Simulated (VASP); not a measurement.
# RbMgSbO3 (R3m) in VASP: a series of runs, part 2 of 2

VASP 6.6.1. Earlier steps stand in the parts before.

### Step 3. Single point, PBE

This run uses another cell than the first one, of 22.36 Å³/atom, 1.020 times its volume.

INCAR

```
SYSTEM = RbMgSbO3
ALGO = Normal
EDIFF = 1E-6
ENCUT = 520
GGA = PE
ISIF = 2
ISMEAR = -1
LASPH = .TRUE.
LCHARG = .FALSE.
LREAL = .FALSE.
LWAVE = .FALSE.
NBANDS = 26
NELM = 60
PREC = Accurate
SIGMA = 0.05
```

KPOINTS

```
k-points
0
G
  6 6 6
  0 0 0
```

POSCAR

```
RbMgSbO3
1.0
    3.1843685666      1.8384960491      3.8191998787
   -3.1843685666      1.8384960491      3.8191998787
    0.0000000000     -3.6769920982      3.8191998787
Sb Rb Mg O
1 1 1 3
Direct
    0.5701276200      0.5701276200      0.5701276200
    0.8952780900      0.8952780900      0.8952780900
    0.3185392300      0.3185392300      0.3185392300
    0.4946454750      0.9672602300      0.4946454750
    0.9672602300      0.4946454750      0.4946454750
    0.4946454750      0.4946454750      0.9672602300
```

Potentials or basis: VASP PAW PBE potentials, release 64 (Sb, Rb_sv, Mg, O).

Started as:

```
cat potpaw_PBE.64/Sb/POTCAR potpaw_PBE.64/Rb_sv/POTCAR potpaw_PBE.64/Mg/POTCAR potpaw_PBE.64/O/POTCAR > POTCAR
mpirun -np 1 vasp_std > vasp.out
```

OUTCAR:

```text
SYSTEM = RbMgSbO3
   EDIFF = 1E-6
   ENCUT = 520
   GGA = PE
   ISIF = 2
   ISMEAR = -1
   LASPH = .TRUE.
   LREAL = .FALSE.
   NELM = 60
   PREC = Accurate

 ion  position               nearest neighbor table
   1  0.570  0.570  0.570-   6 1.98   5 1.98   4 1.98   3 2.88   2 3.68   2 3.68   2 3.68   2 3.73

   2  0.895  0.895  0.895-   6 3.28   5 3.28   4 3.28   5 3.35   4 3.35   5 3.35   4 3.35   6 3.35
                             6 3.35   1 3.68   1 3.68   1 3.68   1 3.73   3 3.82   3 3.82   3 3.82
   3  0.319  0.319  0.319-   6 1.94   5 1.94   4 1.94   1 2.88   2 3.82   2 3.82   2 3.82   2 4.61
                             2 4.61   2 4.61
   4  0.495  0.967  0.495-   3 1.94   1 1.98   2 3.28   2 3.35   2 3.35
[... 905 lines left out ...]
  Total       -2.3598825     -2.3598825      0.5416472      0.0000000      0.0000000      0.0000000
  in kB      -28.1832642    -28.1832642      6.4687064      0.0000000      0.0000000      0.0000000
  external PRESSURE =     -16.6326073 kB  Pullay stress =       0.0000000 kB

 VOLUME and BASIS-vectors are now :
 -----------------------------------------------------------------------------
  energy-cutoff  :      520.00
  volume of cell :      134.16
      direct lattice vectors                 reciprocal lattice vectors
     3.184368567  1.838496049  3.819199879     0.157017000  0.090653807  0.087278316
    -3.184368567  1.838496049  3.819199879    -0.157017000  0.090653807  0.087278316
     0.000000000 -3.676992098  3.819199879     0.000000000 -0.181307615  0.087278316

 POSITION                                       TOTAL-FORCE (eV/Angst)
 -----------------------------------------------------------------------------------
      0.00000      0.00000      6.53229         0.000000     -0.000000      0.679853
      0.00000      0.00000     10.25774         0.000000     -0.000000     -0.021241
      0.00000      0.00000      3.64969         0.000000     -0.000000      0.048550
     -1.50498      0.86890      7.47246         0.146941     -0.084836     -0.235721
      1.50498      0.86890      7.47246        -0.146941     -0.084836     -0.235721
      0.00000     -1.73780      7.47246         0.000000      0.169672     -0.235721
 -----------------------------------------------------------------------------------
    total drift:                               -0.000000     -0.000000      0.000143

  FREE ENERGIE OF THE ION-ELECTRON SYSTEM (eV)
  ---------------------------------------------------
  free  energy   TOTEN  =       -31.8547836287 eV

  energy  without entropy=      -31.8547836287  energy(sigma->0) =      -31.85478363
```

stdout:

```text
POSCAR found type information on POSCAR SbRbMgO
 POSCAR found :  4 types and       6 ions
 scaLAPACK will be used
 LDA part: xc-table for (Slater+PW92), standard interpolation
 POSCAR, INCAR and KPOINTS ok, starting setup
 FFT: planning ... GRIDC
 FFT: planning ... GRID_SOFT
 FFT: planning ... GRID
 WAVECAR not read
 entering main loop
```

Run time: 1.7 min. Hardware: 1 thread of Oxide Virtual Turin-like, shared host; peak memory 0.27 GiB.

Results:

- Free energy: -31.8548 eV
- Pressure: -1.7 GPa
- Largest force: 0.680 eV/Å
- Band gap on the k mesh: 2.81 eV, indirect (least direct gap 2.85 eV)

Forces on the atoms (eV/Å):
```
Sb   0.000  0.000  0.680
Rb   0.000  0.000 -0.021
Mg   0.000  0.000  0.049
O    0.147 -0.085 -0.236
O   -0.147 -0.085 -0.236
O    0.000  0.170 -0.236
```

Caveat: spin-orbit coupling is left out, which moves the levels of the heavy elements.

### Step 4. Single point, PBE

This run uses another cell than the first one, of 22.79 Å³/atom, 1.039 times its volume.

INCAR

```
PREC     = Accurate       # precision mode
ENCUT    = 520            # plane-wave cutoff, eV
EDIFF    = 1E-6           # SCF threshold, eV
ISMEAR   = -1             # smearing method
SIGMA    = 0.05           # smearing width, eV
LREAL    = False          # projectors in reciprocal space
LASPH    = True           # aspherical terms in the spheres
NELM     = 100            # most SCF steps
ALGO     = Normal         # electronic algorithm
ISIF     = 2              # what is computed and relaxed
LWAVE    = False          # write WAVECAR
LCHARG   = True           # write CHGCAR
GGA      = PE             # functional
LELF     = True           # ELF
LVHAR    = True         
NBANDS   = 26             # bands
```

KPOINTS

```
Automatic mesh
0
Gamma
  6 6 6
```

Changes to POSCAR since step 3:

```diff
@@ -2,5 +2,5 @@
 1.0
-    3.1843685666      1.8384960491      3.8191998787
-   -3.1843685666      1.8384960491      3.8191998787
-    0.0000000000     -3.6769920982      3.8191998787
+    3.2046517158      1.8502065308      3.8435266484
+   -3.2046517158      1.8502065308      3.8435266484
+    0.0000000000     -3.7004130615      3.8435266484
 Sb Rb Mg O
```

Started as:

```
cat potpaw_PBE.64/Sb/POTCAR potpaw_PBE.64/Rb_sv/POTCAR potpaw_PBE.64/Mg/POTCAR potpaw_PBE.64/O/POTCAR > POTCAR
mpirun -np 1 vasp_std > vasp.out
```

It took 1.8 min on 1 thread of Oxide Virtual Turin-like, shared host; peak memory 0.27 GiB.

The run converged. Its results:

* Free energy: -31.8204 eV
* Pressure: -2.7 GPa
* Largest force: 0.993 eV/Å
* Band gap on the k mesh: 2.78 eV, indirect (least direct gap 2.79 eV)

Forces in eV/Å, atoms in the order of the input:
```
Sb   0.000  0.000  0.993
Rb   0.000  0.000 -0.031
Mg   0.000  0.000  0.047
O    0.219 -0.127 -0.336
O   -0.219 -0.127 -0.336
O    0.000  0.253 -0.336
```

Stress tensor (GPa, compression positive):
```
-4.08  0.00  0.00
 0.00 -4.08  0.00
 0.00  0.00 -0.07
```

Levels at points of the mesh, in eV from the valence-band top:
```tsv
k point	band 15	band 16	band 17	band 18	band 19	band 20
(0.00, 0.00, 0.00)	-1.76	-1.76	-1.18	2.87	4.86	4.86
(0.50, 0.00, 0.00)	-1.83	-1.49	-1.14	3.12	4.66	4.87
(0.50, 0.50, 0.00)	-1.80	-1.40	-0.53	3.01	3.49	4.66
(0.50, 0.50, 0.50)	-1.60	-1.12	0.00	2.79	2.86	2.86
```

Caveat: spin-orbit coupling is left out, which moves the levels of the heavy elements.

### Step 5. Overview

```tsv
cell	gap on the mesh (eV)	pressure (GPa)	largest force (eV/Å)
a = 5.267 Å, angles 73.8°, 6 atoms	2.83	-0.5	0.34
a = 5.302 Å, angles 73.8°, 6 atoms	2.81	-1.7	0.68
a = 5.335 Å, angles 73.8°, 6 atoms	2.78	-2.7	0.99
```

Alike in all rows: task single point; level PBE; potentials or basis VASP PAW PBE potentials, release 64 (Sb, Rb_sv, Mg, O); no spin polarisation; k mesh 6 × 6 × 6; cutoff (eV) 520; smearing fermi-dirac 0.05 eV.

Caveats: spin-orbit coupling is left out, which moves the levels of the heavy elements.

Absolute energies hang on the potentials; compare differences alone.
